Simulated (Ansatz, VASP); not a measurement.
**One calculation of Cu, two programs**

```
Cu
1.0
     2.53410    0.00000    0.00000
    -1.26705    2.19459    0.00000
     0.00000    0.00000    4.11257
Cu
2
Direct
  0.66971 0.35034 0.74393
  0.35459 0.66690 0.24866
```

Change from the starting cell: atoms moved at random, drawn with an rms of 0.05 Å.

Alike in both runs: task single point; functional PBEsol; k mesh 12 × 12 × 7; occupations fermi-dirac, width 0.05 eV; no spin polarisation.

|  | VASP | Ansatz |
| --- | --- | --- |
| version | VASP 6.6.1 | Ansatz 0.2.0 |
| potentials or method | VASP PAW PBE potentials, release 64 (Cu), cutoff 520 eV | all-electron LAPW, scalar-relativistic |

Ansatz gave:

- gap on the k mesh at the Fermi level (eV): none
- pressure (GPa): -1.3
- traceless stress, the component that is largest in VASP (GPa): -0.88
- rms of the force components (eV/Å): 0.113

Problem. What did VASP give for the same quantities?

Solution. gap on the k mesh at the Fermi level (eV): none; pressure (GPa): -0.7; traceless stress, the component that is largest in VASP (GPa): -0.85; rms of the force components (eV/Å): 0.115.

VASP's potentials were made for PBE, not for PBEsol. Atom by atom the forces differ by 0.001 eV/Å (rms over components). A gap of «none» marks a metal or a gap that the smearing closes. Ansatz ran all-electron here, and VASP with PAW potentials.
